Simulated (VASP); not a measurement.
# Ge (P3_112) in VASP: a series of runs, part 2 of 2

VASP 6.6.1. Earlier steps stand in the parts before.

### 3 Single point, PBE

This run uses another cell than the first one, of 22.63 Å³/atom.

INCAR reads:

```
SYSTEM = Ge
ALGO = Normal
EDIFF = 1E-7
ENCUT = 520
GGA = PE
ISIF = 2
ISMEAR = 0
LASPH = .TRUE.
LCHARG = .FALSE.
LREAL = .FALSE.
LWAVE = .FALSE.
NBANDS = 73
NELM = 60
PREC = Accurate
SIGMA = 0.1
```

KPOINTS reads:

```
k-points
0
G
  3 3 4
  0 0 0
```

POSCAR reads:

```
Ge
1.0
    5.6360894539      0.0000000000      0.0000000000
   -2.8180447269      4.8809966451      0.0000000000
    0.0000000000      0.0000000000      7.4040374223
Ge
9
Direct
    0.0356477713      0.4219911658      0.3418538954
    0.5780088342      0.6136566056      0.6751872288
    0.3863433944      0.9643522287      1.0085205621
    0.5780088342      0.9643522287      0.3248127712
    0.3863433944      0.4219911658     -0.0085205621
    0.0356477713      0.6136566056      0.6581461046
    0.5318231405      0.4681768595      0.3333333333
    0.5318231405      0.0636462810      0.6666666667
    0.9363537190      0.4681768595      0.0000000000
```

Potentials or basis: VASP PAW PBE potentials, release 64 (Ge_d).

Command:

```
> cat potpaw_PBE.64/Ge_d/POTCAR > POTCAR
> mpirun -np 1 vasp_std > vasp.out
```

OUTCAR:

```text
SYSTEM = Ge
   EDIFF = 1E-7
   ENCUT = 520
   GGA = PE
   ISIF = 2
   ISMEAR = 0
   LASPH = .TRUE.
   LREAL = .FALSE.
   NELM = 60
   PREC = Accurate

 ion  position               nearest neighbor table
   1  0.036  0.422  0.342-   6 2.58   4 2.58   9 2.63   7 2.68
   2  0.578  0.614  0.675-   5 2.58   6 2.58   7 2.63   8 2.68
   3  0.386  0.964  0.009-   4 2.58   5 2.58   8 2.63   9 2.68
   4  0.578  0.964  0.325-   3 2.58   1 2.58   8 2.63   7 2.68
   5  0.386  0.422  0.991-   2 2.58   3 2.58   7 2.63   9 2.68
   6  0.036  0.614  0.658-   1 2.58   2 2.58   9 2.63   8 2.68
   7  0.532  0.468  0.333-   5 2.63   2 2.63   4 2.68   1 2.68
   8  0.532  0.064  0.667-   3 2.63   4 2.63   2 2.68   6 2.68
   9  0.936  0.468  0.000-   1 2.63   6 2.63   5 2.68   3 2.68

  LATTYP: Found a hexagonal cell.
 ALAT       =     5.6360894539
 C/A-ratio  =     1.3136834472

  Lattice vectors:

 A1 = (   5.6360894539,   0.0000000000,   0.0000000000)
 A2 = (  -2.8180447269,   4.8809966451,   0.0000000000)
 A3 = (   0.0000000000,   0.0000000000,   7.4040374223)

Analysis of symmetry for initial positions (statically):
=====================================================================
 Subroutine PRICEL returns:
 Original cell was already a primitive cell.

 Routine SETGRP: Setting up the symmetry group for a
 hexagonal supercell.

 Subroutine GETGRP returns: Found  6 space group operations
 (whereof  2 operations were pure point group operations)
 out of a pool of 24 trial point group operations.

The static configuration has the point symmetry C_2 .
 The point group associated with its full space group is D_3 .

Analysis of symmetry for dynamics (positions and initial velocities):
=====================================================================
 Subroutine PRICEL returns:
 Original cell was already a primitive cell.

 Routine SETGRP: Setting up the symmetry group for a
 hexagonal supercell.

 Subroutine GETGRP returns: Found  6 space group operations
 (whereof  2 operations were pure point group operations)
 out of a pool of 24 trial point group operations.

The dynamic configuration has the point symmetry C_2 .
 The point group associated with its full space group is D_3 .

 Subroutine INISYM returns: Found  6 space group operations
 (whereof  2 operations are pure point group operations),
 and found     1 'primitive' translations

----------------------------------------------------------------------------------------

                                     Primitive cell

  volume of cell :     203.6831

  direct lattice vectors                    reciprocal lattice vectors
     5.636089454  0.000000000  0.000000000     0.177427986  0.102438095  0.000000000
    -2.818044727  4.880996645  0.000000000     0.000000000  0.204876191  0.000000000
     0.000000000  0.000000000  7.404037422     0.000000000  0.000000000  0.135061446

  length of vectors
     5.636089454  5.636089454  7.404037422     0.204876191  0.204876191  0.135061446

  position of ions in fractional coordinates (direct lattice)
     0.035647771  0.421991166  0.341853895
     0.578008834  0.613656606  0.675187229
     0.386343394  0.964352229  0.008520562
     0.578008834  0.964352229  0.324812771
     0.386343394  0.421991166  0.991479438
     0.035647771  0.613656606  0.658146105
     0.531823141  0.468176859  0.333333333
     0.531823141  0.063646281  0.666666667
[... 53 lines left out ...]
   number of dos      NEDOS =    301   number of ions     NIONS =      9
   total plane-waves  NPLWV =  98784
   dimension x,y,z NGX =    42 NGY =   42 NGZ =   56
   dimension x,y,z NGXF=    84 NGYF=   84 NGZF=  112
   ions per type =               9
   NGX,Y,Z   is equivalent  to a cutoff of  12.39, 12.39, 12.57 a.u.
   NGXF,Y,Z  is equivalent  to a cutoff of  24.78, 24.78, 25.15 a.u.
 SYSTEM =  Ge
   PREC   = accura    normal or accurate (medium, high low for compatibility)
   ISTART =      0    job   : 0-new  1-cont  2-samecut
   ICHARG =      2    charge: 1-file 2-atom 10-const
   ISPIN  =      1    spin polarized calculation?
   LNONCOLLINEAR =      F non collinear calculations
   LSORBIT =      F    spin-orbit coupling
   LASPH  =      T    aspherical Exc in radial PAW
   ENCUT  =  520.0 eV  38.22 Ry    6.18 a.u.  10.48 10.48 13.77*2*pi/ulx,y,z
   NELM   =     60;   NELMIN=  2; NELMDL= -5     # of ELM steps
   EDIFF  = 0.1E-06   stopping-criterion for ELM
   LREAL  =      F    real-space projection
   EDIFFG = 0.1E-05   stopping-criterion for IOM
   NSW    =      0    number of steps for IOM
   IBRION =     -1    ionic relax: 0-MD 1-quasi-New 2-CG
   NFREE  =      0    steps in history (QN), initial steepest desc. (CG)
   ISIF   =      2    stress and relaxation
   ISYM   =      2    0-nonsym 1-usesym 2-fastsym
   POTIM  = 0.5000    time-step for ionic-motion
   TEBEG  =    0.0;   TEEND  =   0.0 temperature during run
   PSTRESS=    0.0 pullay stress
   NELECT =     126.0000    total number of electrons
   NUPDOWN=      -1.0000    fix difference up-down
   EMIN   =  10.00;   EMAX   =-10.00  energy-range for DOS
   EFERMI =   0.00;   METHOD = LEGACY
   ISMEAR =     0;   SIGMA  =   0.10  broadening in eV -4-tet -1-fermi 0-gaus
   EFERMI_NEDOS =   21; number of points for ismear=-14 and -15
   IALGO  =     38    algorithm
   IMIX   =      4    mixing-type and parameters
     AMIX     =   0.40;   BMIX     =  1.00
     AMIX_MAG =   1.60;   BMIX_MAG =  1.00
  volume/ion in A,a.u.               =      22.63       152.72
  Fermi-wavevector in a.u.,A,eV,Ry     =   1.394912  2.636001 26.473921  1.945778
  Thomas-Fermi vector in A             =   2.518415
   LORBIT       =      0    0 simple, 1 ext, 2 COOP (PROOUT), +10 PAW based schemes
   GGA     = PE    functional components
   LHFCALC =     F    Hartree Fock is set to
   AEXX    =    0.0000 exact exchange contribution
   IVDW    =     0    specifies the selected vdW correction
   LEPSILON=     F    determine dielectric tensor
   LRPA    =     F    only Hartree local field effects (RPA)
 non-spin polarized calculation
 Gauss-broadening in eV      SIGMA  =   0.10
  energy-cutoff  :      520.00
  volume of cell :      203.68
 maximum number of plane-waves:      5548
 NGX is ok and might be reduce to    42
   NGX = 21   NGY = 21   NGZ = 27

 number of electron     125.9999988 magnetization

 Free energy of the ion-electron system (eV)
  ---------------------------------------------------
  ext. energy  EPLUGINS =         0.00000000
  ---------------------------------------------------
  free energy    TOTEN  =       -37.95911618 eV

  energy without entropy =      -37.94275644  energy(sigma->0) =      -37.95093631

 E-fermi :   4.3731     XC(G=0): -10.0631

 val. band max:        4.3507777808   @ k =   0.0000   0.0000   0.5000
 cond. band min:       4.4430498733   @ k =   0.3333  -0.0000   0.0000
 fundamental gap:      0.0922720925
 Fermi energy:         4.3730924707

 k-point     1 :       0.0000    0.0000    0.0000
  band No.  band energies     occupation
      1     -19.9960      2.00000
      2     -19.9571      2.00000
      3     -19.9571      2.00000
      4     -19.9378      2.00000
      5     -19.9373      2.00000
      6     -19.9373      2.00000
[... 749 lines left out ...]
     72       8.4270      0.00000
     73       8.7506      0.00000

------------------------ aborting loop because EDIFF is reached ----------------------------------------

  FORCE on cell =-STRESS in cart. coord.  units (eV):
  Direction    XX          YY          ZZ          XY          YZ          ZX
  --------------------------------------------------------------------------------------
  -------------------------------------------------------------------------------------
  Total        0.1459140      0.1459140      0.1432883      0.0000000      0.0000000     -0.0000000
  in kB        1.1477637      1.1477637      1.1271103      0.0000000      0.0000000     -0.0000000
  external PRESSURE =       1.1408793 kB  Pullay stress =       0.0000000 kB

 VOLUME and BASIS-vectors are now :
 -----------------------------------------------------------------------------
  energy-cutoff  :      520.00
  volume of cell :      203.68
      direct lattice vectors                 reciprocal lattice vectors
     5.636089454  0.000000000  0.000000000     0.177427986  0.102438095  0.000000000
    -2.818044727  4.880996645  0.000000000     0.000000000  0.204876191  0.000000000
     0.000000000  0.000000000  7.404037422     0.000000000  0.000000000  0.135061446

 POSITION                                       TOTAL-FORCE (eV/Angst)
 -----------------------------------------------------------------------------------
     -0.98828      2.05974      2.53110         0.002362      0.002325      0.002255
      1.52840      2.99526      4.99911        -0.003194      0.000883      0.002255
     -0.54012      4.70700      0.06309         0.000833     -0.003208      0.002255
      0.54012      4.70700      2.40493        -0.000833     -0.003208     -0.002255
      0.98828      2.05974      7.34095        -0.002362      0.002325     -0.002255
     -1.52840      2.99526      4.87294         0.003194      0.000883     -0.002255
      1.67806      2.28517      2.46801         0.007560     -0.004365     -0.000000
      2.81804      0.31066      4.93602         0.000000      0.008729     -0.000000
      3.95803      2.28517      0.00000        -0.007560     -0.004365     -0.000000
 -----------------------------------------------------------------------------------
    total drift:                               -0.000095     -0.000048     -0.000002

  FREE ENERGIE OF THE ION-ELECTRON SYSTEM (eV)
  ---------------------------------------------------
  free  energy   TOTEN  =       -37.9591161845 eV

  energy  without entropy=      -37.9427564367  energy(sigma->0) =      -37.95093631
```

Run time: 7.8 min. Hardware: 1 thread of Intel Xeon 8259CL, shared host; peak memory 0.35 GiB.

Results:

- Free energy: -37.9591 eV
- Pressure: 0.1 GPa
- Largest force: 0.009 eV/Å
- Band gap on the k mesh: zero (bands 63 and 64 overlap by 1.34 eV)

Forces on the atoms (eV/Å):
```
Ge   0.002  0.002  0.002
Ge  -0.003  0.001  0.002
Ge   0.001 -0.003  0.002
Ge  -0.001 -0.003 -0.002
Ge  -0.002  0.002 -0.002
Ge   0.003  0.001 -0.002
Ge   0.008 -0.004  0.000
Ge   0.000  0.009  0.000
Ge  -0.008 -0.004  0.000
```

Levels at points of the mesh, in eV from the Fermi level:
| k point | band 60 | band 61 | band 62 | band 63 | band 64 | band 65 | band 66 | band 67 |
| --- | --- | --- | --- | --- | --- | --- | --- | --- |
| (0.00, 0.00, 0.00) | -1.98 | -1.82 | -1.82 | -1.49 | 0.21 | 0.21 | 2.02 | 3.24 |
| (0.00, 0.00, 0.50) | -1.18 | -1.18 | -1.09 | -0.58 | -0.58 | -0.02 | -0.02 | 3.14 |

Caveat: the k points lie up to 0.43 Å⁻¹ apart, too coarse for converged energies and pressures of a metal.

### 4 Single point, PBE

This run uses another cell than the first one, of 23.92 Å³/atom.

INCAR reads:

```
SYSTEM = Ge
  PREC = Accurate
  ENCUT = 520
  EDIFF = 1E-6
  ISMEAR = 0
  SIGMA = 0.1
  LREAL = .FALSE.
  LASPH = .TRUE.
  NELM = 60
  ALGO = Normal
  ISIF = 2
  LWAVE = .FALSE.
  LCHARG = .FALSE.
  GGA = PE
  NBANDS = 73
```

KPOINTS reads:

```
regular mesh
0
G
  6 6 4
  0 0 0
```

POSCAR reads:

```
Ge
1.0
    5.8729210085      0.0000000000      0.0000000000
   -2.9364605042      5.0860987878      0.0000000000
    0.0000000000      0.0000000000      7.2073119152
Ge
9
Direct
    0.0240658136      0.3977178997      0.3486262458
    0.6022821003      0.6263479139      0.6819595792
    0.3736520861      0.9759341864      0.0152929125
    0.6022821003      0.9759341864      0.3180404208
    0.3736520861      0.3977178997      0.9847070875
    0.0240658136      0.6263479139      0.6513737542
    0.5067145275      0.4932854725      0.3333333333
    0.5067145275      0.0134290551      0.6666666667
    0.9865709449      0.4932854725      0.0000000000
```

Command:

```
> cat potpaw_PBE.64/Ge_d/POTCAR > POTCAR
> mpirun -np 1 vasp_std > vasp.out
```

It took 15 min on 1 thread of Intel Xeon 8259CL, shared host; peak memory 0.46 GiB.

Results (log left out):

| Property | Result |
| --- | --- |
| Free energy | -37.6164 eV |
| Pressure | 0.0 GPa |
| Largest force | 0.016 eV/Å |
| Band gap on the k mesh | zero (bands 63 and 64 overlap by 0.95 eV) |

Forces on the atoms (eV/Å):
```
Ge   0.009  0.003  0.001
Ge  -0.007  0.007  0.001
Ge  -0.002 -0.010  0.001
Ge   0.002 -0.010 -0.001
Ge  -0.009  0.003 -0.001
Ge   0.007  0.007 -0.001
Ge  -0.013  0.008  0.000
Ge   0.000 -0.016  0.000
Ge   0.013  0.008  0.000
```

Levels at points of the mesh, in eV from the Fermi level:
```tsv
k point	band 60	band 61	band 62	band 63	band 64	band 65	band 66	band 67
(0.00, 0.00, 0.00)	-2.19	-1.90	-1.90	-1.78	1.00	1.00	1.56	3.39
(0.50, 0.00, 0.00)	-0.91	-0.63	0.01	0.09	0.72	1.02	1.97	2.09
(0.00, 0.00, 0.50)	-1.22	-1.22	-0.80	-0.80	-0.46	0.03	0.03	2.58
(0.50, 0.00, 0.50)	-1.03	-0.64	-0.25	0.00	0.19	0.43	0.96	1.55
```

### 5 The runs side by side

```csv
cell,k mesh,gap on the mesh (eV),pressure (GPa),largest force (eV/Å)
"a = 5.788, b = 5.788, c = 6.789 Å, angles 90.0, 90.0, 120.0°, 9 atoms, atomic positions A",3 × 3 × 4,none,22.9,5.42
"a = 5.636, b = 5.636, c = 7.404 Å, angles 90.0, 90.0, 120.0°, 9 atoms, atomic positions B",3 × 3 × 4,none,0.1,0.01
"a = 5.873, b = 5.873, c = 7.207 Å, angles 90.0, 90.0, 120.0°, 9 atoms, atomic positions C",6 × 6 × 4,none,0.0,0.02
```

Alike in all rows: task single point; level PBE; potentials or basis VASP PAW PBE potentials, release 64 (Ge_d); no spin polarisation; cutoff (eV) 520; smearing gaussian 0.1 eV.

Caveats: some runs use coarse meshes; forces of over 1 eV/Å act on the atoms, so gaps and moduli don't describe the material at rest (at least some runs).

Absolute energies hang on the potentials; compare differences alone.

The gap in the log of VASP goes by the Fermi energy; the results here count the filled bands.